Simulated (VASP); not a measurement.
# Bi in VASP: further runs

Bi is run at these levels: PBE, PBEsol; tasks: single point.

All numbers are computed with VASP 6.6.1; they aren't measurements. Logs are shortened: lines on timing, memory, paths and dates and some standing lists are left out, and cuts for length are marked.

**1. The cell of the first run**

It takes space group P2/m (No. 10, monoclinic). The conventional cell has a = 3.281 Å, b = 3.264 Å, c = 6.529 Å, α = 90.00°, β = 90.72°, γ = 90.00°. Within 4.3 Å of Bi (site symmetry m) lie 6 Bi at 3.26 to 3.29 Å.

**2. Single point, PBE**

Input file INCAR:

```
PREC = Accurate
ENCUT = 520
EDIFF = 1E-6
ISMEAR = -1
SIGMA = 0.05
LREAL = False
LASPH = True
NELM = 100
ALGO = Fast
ISIF = 2
LWAVE = False
LCHARG = False
GGA = PE
NBANDS = 22
```

Input file KPOINTS:

```
Automatic mesh
0
Gamma
  8 8 4
```

Input file POSCAR:

```
Bi
1.0
    3.2809913467      0.0000000000      0.0000000000
    0.0000000000      3.2640382254      0.0000000000
   -0.0815136175      0.0000000000      6.5286865229
Bi
2
Direct
    0.5442472500      0.0000000000      0.7495778900
    0.4557527500      0.0000000000      0.2504221100
```

Potentials or basis: VASP PAW PBE potentials, release 64 (Bi_d).

Run with:

```console
> cat potpaw_PBE.64/Bi_d/POTCAR > POTCAR
> mpirun -np 1 vasp_std > vasp.out
```

OUTCAR:

```text
PREC = Accurate
   ENCUT = 520
   EDIFF = 1E-6
   ISMEAR = -1
   LREAL = False
   LASPH = True
   NELM = 100
   ISIF = 2
   GGA = PE

 ion  position               nearest neighbor table
   1  0.544  0.000  0.750-   2 3.27   2 3.29
   2  0.456  0.000  0.250-   1 3.27   1 3.29

  LATTYP: Found a simple monoclinic cell.
 ALAT       =     3.2809913467
 B/A-ratio  =     0.9948329272
 C/A-ratio  =     1.9900068852
 COS(beta)  =    -0.0124844813

  Lattice vectors:

 A1 = (   3.2809913467,   0.0000000000,   0.0000000000)
 A2 = (   0.0000000000,   3.2640382254,   0.0000000000)
 A3 = (  -0.0815136175,   0.0000000000,   6.5286865229)

Analysis of symmetry for initial positions (statically):
=====================================================================
 Subroutine PRICEL returns:
 Original cell was already a primitive cell.

 Routine SETGRP: Setting up the symmetry group for a
 simple monoclinic supercell.

 Subroutine GETGRP returns: Found  4 space group operations
 (whereof  4 operations were pure point group operations)
 out of a pool of  4 trial point group operations.

The static configuration has the point symmetry C_2h.

Analysis of symmetry for dynamics (positions and initial velocities):
=====================================================================
 Subroutine PRICEL returns:
 Original cell was already a primitive cell.

 Routine SETGRP: Setting up the symmetry group for a
 simple monoclinic supercell.

 Subroutine GETGRP returns: Found  4 space group operations
 (whereof  4 operations were pure point group operations)
 out of a pool of  4 trial point group operations.

The dynamic configuration has the point symmetry C_2h.

 Subroutine INISYM returns: Found  4 space group operations
 (whereof  4 operations are pure point group operations),
 and found     1 'primitive' translations

----------------------------------------------------------------------------------------

                                     Primitive cell

  volume of cell :      69.9175

  direct lattice vectors                    reciprocal lattice vectors
     3.280991347  0.000000000  0.000000000     0.304785930  0.000000000  0.003805391
     0.000000000  3.264038225  0.000000000     0.000000000  0.306368961  0.000000000
    -0.081513617  0.000000000  6.528686523     0.000000000  0.000000000  0.153170166

  length of vectors
     3.280991347  3.264038225  6.529195370     0.304809685  0.306368961  0.153170166

  position of ions in fractional coordinates (direct lattice)
     0.544247250  0.000000000  0.749577890
     0.455752750  0.000000000  0.250422110

  ion indices of the primitive-cell ions
   primitive index   ion index
                 1           1
                 2           2

----------------------------------------------------------------------------------------

 KPOINTS: Automatic mesh

Automatic generation of k-mesh.
 Grid dimensions read from file:
 generate k-points for:    8    8    4

 Generating k-lattice:

  Cartesian coordinates                     Fractional coordinates (reciprocal lattice)
     0.038098241  0.000000000  0.000475674     0.125000000  0.000000000 -0.000000000
     0.000000000  0.038296120  0.000000000     0.000000000  0.125000000  0.000000000
     0.000000000  0.000000000  0.038292542     0.000000000  0.000000000  0.250000000

  Length of vectors
     0.038101211  0.038296120  0.038292542

  Shift w.r.t. Gamma in fractional coordinates (k-lattice)
     0.000000000  0.000000000  0.000000000

 Subroutine IBZKPT returns following result:
 ===========================================

 Found     90 irreducible k-points:

 Following reciprocal coordinates:
            Coordinates               Weight
  0.000000  0.000000  0.000000      1.000000
  0.125000  0.000000 -0.000000      2.000000
  0.250000  0.000000 -0.000000      2.000000
  0.375000  0.000000 -0.000000      2.000000
  0.500000  0.000000 -0.000000      1.000000
  0.000000  0.125000  0.000000      2.000000
[... 16 lines left out ...]
  0.250000  0.500000 -0.000000      2.000000
  0.375000  0.500000 -0.000000      2.000000
 [... further k-points ...]
   k-points           NKPTS =     90   k-points in BZ     NKDIM =     90   number of bands    NBANDS=     22
   number of dos      NEDOS =    301   number of ions     NIONS =      2
   total plane-waves  NPLWV =  28800
   dimension x,y,z NGX =    24 NGY =   24 NGZ =   50
   dimension x,y,z NGXF=    48 NGYF=   48 NGZF=  100
   ions per type =               2
   NGX,Y,Z   is equivalent  to a cutoff of  12.16, 12.22, 12.73 a.u.
   NGXF,Y,Z  is equivalent  to a cutoff of  24.32, 24.45, 25.46 a.u.
 SYSTEM =  unknown system
   PREC   = accura    normal or accurate (medium, high low for compatibility)
   ISTART =      0    job   : 0-new  1-cont  2-samecut
   ICHARG =      2    charge: 1-file 2-atom 10-const
   ISPIN  =      1    spin polarized calculation?
   LNONCOLLINEAR =      F non collinear calculations
   LSORBIT =      F    spin-orbit coupling
   LASPH  =      T    aspherical Exc in radial PAW
   ENCUT  =  520.0 eV  38.22 Ry    6.18 a.u.   6.10  6.07 12.14*2*pi/ulx,y,z
   NELM   =    100;   NELMIN=  2; NELMDL= -5     # of ELM steps
   EDIFF  = 0.1E-05   stopping-criterion for ELM
   LREAL  =      F    real-space projection
   EDIFFG = 0.1E-04   stopping-criterion for IOM
   NSW    =      0    number of steps for IOM
   IBRION =     -1    ionic relax: 0-MD 1-quasi-New 2-CG
   NFREE  =      0    steps in history (QN), initial steepest desc. (CG)
   ISIF   =      2    stress and relaxation
   ISYM   =      2    0-nonsym 1-usesym 2-fastsym
   POTIM  = 0.5000    time-step for ionic-motion
   TEBEG  =    0.0;   TEEND  =   0.0 temperature during run
   PSTRESS=    0.0 pullay stress
   NELECT =      30.0000    total number of electrons
   NUPDOWN=      -1.0000    fix difference up-down
   EMIN   =  10.00;   EMAX   =-10.00  energy-range for DOS
   EFERMI =   0.00;   METHOD = LEGACY
   ISMEAR =    -1;   SIGMA  =   0.05  broadening in eV -4-tet -1-fermi 0-gaus
   EFERMI_NEDOS =   21; number of points for ismear=-14 and -15
   IALGO  =     68    algorithm
   IMIX   =      4    mixing-type and parameters
     AMIX     =   0.40;   BMIX     =  1.00
     AMIX_MAG =   1.60;   BMIX_MAG =  1.00
  volume/ion in A,a.u.               =      34.96       235.91
  Fermi-wavevector in a.u.,A,eV,Ry     =   1.234771  2.333379 20.744262  1.524660
  Thomas-Fermi vector in A             =   2.369448
   LORBIT       =      0    0 simple, 1 ext, 2 COOP (PROOUT), +10 PAW based schemes
   GGA     = PE    functional components
   LHFCALC =     F    Hartree Fock is set to
   AEXX    =    0.0000 exact exchange contribution
   IVDW    =     0    specifies the selected vdW correction
   LEPSILON=     F    determine dielectric tensor
   LRPA    =     F    only Hartree local field effects (RPA)
 non-spin polarized calculation
 RMM-DIIS sequential band-by-band and
  energy-cutoff  :      520.00
  volume of cell :       69.92
 maximum number of plane-waves:      1912
   NGX = 13   NGY = 13   NGZ = 25

 number of electron      29.9999990 magnetization

 Free energy of the ion-electron system (eV)
  ---------------------------------------------------
  ext. energy  EPLUGINS =         0.00000000
  ---------------------------------------------------
  free energy    TOTEN  =        -7.66964237 eV

  energy without entropy =       -7.65516233  energy(sigma->0) =       -7.66240235

 E-fermi :   6.3450     XC(G=0):  -9.6097

 val. band max:        6.3376370221   @ k =  -0.3750   0.2500   0.2500
 cond. band min:       6.3487634778   @ k =   0.1250   0.2500   0.2500
 fundamental gap:      0.0111264557
 Fermi energy:         6.3450311464

 k-point     1 :       0.0000    0.0000    0.0000
  band No.  band energies     occupation
      1     -16.5518      2.00000
      2     -16.5436      2.00000
      3     -16.5374      2.00000
      4     -16.3244      2.00000
      5     -16.3242      2.00000
      6     -16.3037      2.00000
[... 14 lines left out ...]
     21      14.3302      0.00000
     22      16.0756      0.00000

 k-point     2 :       0.1250    0.0000   -0.0000
  band No.  band energies     occupation
      1     -16.5487      2.00000
      2     -16.5116      2.00000
      3     -16.5086      2.00000
      4     -16.3388      2.00000
      5     -16.3232      2.00000
      6     -16.2896      2.00000
[... 14 lines left out ...]
     21      14.3539      0.00000
     22      16.1028      0.00000

 k-point     3 :       0.2500    0.0000   -0.0000
  band No.  band energies     occupation
      1     -16.5441      2.00000
      2     -16.4617      2.00000
      3     -16.4213      2.00000
      4     -16.3738      2.00000
      5     -16.3203      2.00000
      6     -16.2952      2.00000
[... 14 lines left out ...]
     21      14.8135      0.00000
     22      17.0773      0.00000

 k-point     4 :       0.3750    0.0000   -0.0000
  band No.  band energies     occupation
      1     -16.5395      2.00000
      2     -16.4293      2.00000
      3     -16.4083      2.00000
      4     -16.3341      2.00000
      5     -16.3212      2.00000
      6     -16.3175      2.00000
[... 14 lines left out ...]
     21      15.5933      0.00000
     22      17.6650      0.00000

 k-point     5 :       0.5000    0.0000   -0.0000
  band No.  band energies     occupation
      1     -16.5376      2.00000
      2     -16.4228      2.00000
      3     -16.4195      2.00000
      4     -16.3324      2.00000
      5     -16.3223      2.00000
      6     -16.3165      2.00000
[... 417 lines left out ...]
 k-point    22 :       0.1250    0.5000   -0.0000
  band No.  band energies     occupation
      1     -16.5051      2.00000
      2     -16.4244      2.00000
      3     -16.3747      2.00000
      4     -16.3411      2.00000
      5     -16.3333      2.00000
      6     -16.3296      2.00000
[... 14 lines left out ...]
     21      16.3148      0.00000
     22      16.5573      0.00000

 k-point    23 :       0.2500    0.5000   -0.0000
  band No.  band energies     occupation
      1     -16.4548      2.00000
      2     -16.4200      2.00000
      3     -16.3757      2.00000
      4     -16.3663      2.00000
      5     -16.3633      2.00000
      6     -16.3246      2.00000
[... 14 lines left out ...]
     21      14.1635      0.00000
     22      14.4023      0.00000

 k-point    24 :       0.3750    0.5000   -0.0000
  band No.  band energies     occupation
      1     -16.4214      2.00000
      2     -16.4157      2.00000
      3     -16.4099      2.00000
      4     -16.3990      2.00000
      5     -16.3965      2.00000
      6     -16.3219      2.00000
[... 14 lines left out ...]
     21      12.4200      0.00000
     22      13.5601      0.00000

 [... further k-points ...]

------------------------ aborting loop because EDIFF is reached ----------------------------------------

  FORCE on cell =-STRESS in cart. coord.  units (eV):
  Direction    XX          YY          ZZ          XY          YZ          ZX
  --------------------------------------------------------------------------------------
  -------------------------------------------------------------------------------------
  Total       -0.0413318      0.2551875     -0.1354291      0.0000000      0.0000000     -0.0336238
  in kB       -0.9471290      5.8476838     -3.1033914      0.0000000      0.0000000     -0.7704970
  external PRESSURE =       0.5990545 kB  Pullay stress =       0.0000000 kB

 VOLUME and BASIS-vectors are now :
 -----------------------------------------------------------------------------
  energy-cutoff  :      520.00
  volume of cell :       69.92
      direct lattice vectors                 reciprocal lattice vectors
     3.280991347  0.000000000  0.000000000     0.304785930  0.000000000  0.003805391
     0.000000000  3.264038225  0.000000000     0.000000000  0.306368961  0.000000000
    -0.081513617  0.000000000  6.528686523     0.000000000  0.000000000  0.153170166

 POSITION                                       TOTAL-FORCE (eV/Angst)
 -----------------------------------------------------------------------------------
      1.72457      0.00000      4.89376         0.002012      0.000000     -0.015820
      1.47491      0.00000      1.63493        -0.002012      0.000000      0.015820
 -----------------------------------------------------------------------------------
    total drift:                                0.000000      0.000000      0.000000

  FREE ENERGIE OF THE ION-ELECTRON SYSTEM (eV)
  ---------------------------------------------------
  free  energy   TOTEN  =        -7.6696423662 eV

  energy  without entropy=       -7.6551623328  energy(sigma->0) =       -7.66240235
```

It took 37 s on 1 thread of Intel Xeon 6975P-C (Granite Rapids), shared host; peak memory 0.23 GiB.

What came out:

- Free energy: -7.6696 eV
- Pressure: 0.1 GPa
- Largest force: 0.016 eV/Å
- Band gap on the k mesh: zero (band 15 reaches 10.13 eV, above the bottom of band 16 at 4.08 eV)

Forces in eV/Å, atoms in the order of the input:
```
Bi   0.002  0.000 -0.016
Bi  -0.002  0.000  0.016
```

Caveat: spin-orbit coupling is left out, which moves the levels of the heavy elements.

**3. Single point, PBE**

This run uses another cell than the first one, of 35.63 Å³/atom, 1.019 times its volume.

Input file INCAR:

```
PREC = Accurate
ENCUT = 520
EDIFF = 1E-7
ISMEAR = -1
SIGMA = 0.05
LREAL = F
LASPH = T
NELM = 100
ALGO = Fast
ISIF = 2
LWAVE = F
LCHARG = F
GGA = PE
NBANDS = 22
```

KPOINTS is that of step 2.

Input file POSCAR:

```
Bi
1.0
    3.3018899442      0.0000000000      0.0000000000
    0.0000000000      3.2848288383      0.0000000000
   -0.0820328266      0.0000000000      6.5702716347
Bi
2
Direct
    0.5442472500      0.0000000000      0.7495778900
    0.4557527500      0.0000000000      0.2504221100
```

Potentials or basis: VASP PAW PBE potentials, release 64 (Bi_d).

Run with:

```console
> cat potpaw_PBE.64/Bi_d/POTCAR > POTCAR
> mpirun -np 1 vasp_std > vasp.out
```

Run time: 58 s. Hardware: 1 thread of Intel Xeon 6975P-C (Granite Rapids), shared host; peak memory 0.25 GiB.

It converged, with:

```
Free energy            : -7.6669 eV
Pressure               : -0.8 GPa
Largest force          : 0.018 eV/Å
Band gap on the k mesh : zero (band 15 reaches 9.85 eV, above the bottom of band 16 at 3.92 eV)
```

Forces on the atoms (eV/Å):
```
Bi  -0.004  0.000 -0.018
Bi   0.004  0.000  0.018
```

Stress tensor (GPa, compression positive):
```
-0.97  0.00 -0.06
 0.00 -0.33  0.00
-0.06  0.00 -1.17
```

Levels at points of the mesh, in eV from the Fermi level:
| k point | band 13 | band 14 | band 15 | band 16 | band 17 | band 18 |
| --- | --- | --- | --- | --- | --- | --- |
| (0.00, 0.00, 0.00) | -4.69 | 3.09 | 3.13 | 3.15 | 4.56 | 4.92 |
| (0.50, 0.00, 0.00) | -4.65 | -2.97 | -2.84 | 2.51 | 4.91 | 5.22 |
| (0.00, 0.50, 0.00) | -4.70 | -2.92 | -2.89 | 2.88 | 4.87 | 4.91 |
| (0.50, 0.50, 0.00) | -2.93 | -2.86 | -1.32 | -1.28 | -1.16 | 2.91 |
| (0.00, 0.00, 0.50) | -1.69 | -1.66 | 3.72 | 3.81 | 3.90 | 3.91 |
| (0.50, 0.00, 0.50) | -4.00 | -3.98 | 0.16 | 0.25 | 5.41 | 5.46 |
| (0.00, 0.50, 0.50) | -3.97 | -3.96 | 0.18 | 0.22 | 5.47 | 5.47 |
| (0.50, 0.50, 0.50) | -2.25 | -2.23 | -2.22 | -2.21 | 1.96 | 2.06 |

Caveat: spin-orbit coupling is left out, which moves the levels of the heavy elements.

**4. Single point, PBEsol (atoms moved at random)**

Input file INCAR:

```
SYSTEM = Bi
PREC = Accurate
ENCUT = 520
EDIFF = 1E-6
ISMEAR = -1
SIGMA = 0.05
LREAL = .FALSE.
LASPH = .TRUE.
NELM = 80
ALGO = Fast
ISIF = 2
LWAVE = .FALSE.
LCHARG = .FALSE.
GGA = PS
NBANDS = 22
```

Input file KPOINTS:

```
regular mesh
0
G
  8 8 4
  0 0 0
```

Input file POSCAR:

```
Bi
1.0
    3.2383762460      0.0000000000      0.0000000000
    0.0000000000      3.2216433200      0.0000000000
   -0.0804548793      0.0000000000      6.4438887882
Bi
2
Direct
    0.5553360000      0.0007030000      0.7502840000
    0.4583770000      0.0127120000      0.2414060000
```

Run with:

```console
> cat potpaw_PBE.64/Bi_d/POTCAR > POTCAR
> mpirun -np 1 vasp_std > vasp.out
```

It took 2 min on 1 thread of Intel Xeon Platinum 8488C (Sapphire Rapids), shared host; peak memory 0.27 GiB.

Results (log left out):

```yaml
Free_energy: -8.5340 eV
Pressure: -0.5 GPa
Largest_force: 0.047 eV/Å
Band_gap_on_the_k_mesh: zero (band 15 reaches 10.56 eV, above the bottom of band 16 at 4.30 eV)
```

Forces on the atoms (eV/Å):
```
Bi  -0.004  0.001 -0.047
Bi   0.004 -0.001  0.047
```

Stress tensor (GPa, compression positive):
```
-0.60  0.01  0.04
 0.01  0.08 -0.01
 0.04 -0.01 -0.92
```

Levels at points of the mesh, in eV from the Fermi level:
```
           k point  band 11  band 12  band 13  band 14  band 15  band 16  band 17  band 18  band 19  band 20
(0.00, 0.00, 0.00)   -13.23   -11.26    -5.05     3.22     3.29     3.30     4.79     5.24     6.49     7.97
(0.50, 0.00, 0.00)   -11.28    -9.41    -5.01    -3.23    -3.04     2.31     5.24     5.56     7.19     9.80
(0.00, 0.50, 0.00)   -11.25    -9.30    -5.07    -3.15    -3.12     2.69     5.19     5.27     6.86     9.73
(0.50, 0.50, 0.00)    -9.32    -7.41    -3.16    -3.08    -1.43    -1.40    -1.21     2.74     4.89     5.28
(0.00, 0.00, 0.50)   -12.56   -12.36    -1.93    -1.69     3.93     3.99     4.03     4.20     7.61     7.71
(0.50, 0.00, 0.50)   -10.63   -10.45    -4.38    -4.26     0.13     0.36     5.34     5.42     6.00     6.16
(0.00, 0.50, 0.50)   -10.60   -10.39    -4.36    -4.21     0.08     0.38     5.40     5.43     5.93     6.00
(0.50, 0.50, 0.50)    -8.67    -8.48    -2.48    -2.47    -2.36    -2.34     2.09     2.36     3.38     3.48
```

Caveat: the cell differs from its parent crystal (atoms moved at random); the PAW data sets were made with another functional, which shifts forces and pressure a little; spin-orbit coupling is left out, which moves the levels of the heavy elements.

**5. Overview**

```tsv
level	cell	further INCAR settings	gap on the mesh (eV)	pressure (GPa)	largest force (eV/Å)
PBE	a = 3.281, b = 3.264, c = 6.529 Å, angles 90.0, 90.7, 90.0°, 2 atoms	ALGO = Fast; EDIFF = 1e-06; NBANDS = 22	none	0.1	0.02
PBE	a = 3.302, b = 3.285, c = 6.571 Å, angles 90.0, 90.7, 90.0°, 2 atoms	ALGO = Fast; EDIFF = 1e-07; NBANDS = 22	none	-0.8	0.02
PBEsol	a = 3.238, b = 3.222, c = 6.444 Å, angles 90.0, 90.7, 90.0°, 2 atoms	ALGO = Fast; EDIFF = 1e-06; NBANDS = 22	none	-0.5	0.05
```

Alike in all rows: task single point; potentials or basis VASP PAW PBE potentials, release 64 (Bi_d); no spin polarisation; k mesh 8 × 8 × 4; cutoff (eV) 520; smearing fermi-dirac 0.05 eV.

Caveats: spin-orbit coupling is left out, which moves the levels of the heavy elements; the PAW data sets were made with another functional, which shifts forces and pressure a little (some runs).

Total energies depend on the potentials used, so only differences within one code and one set of settings carry meaning.
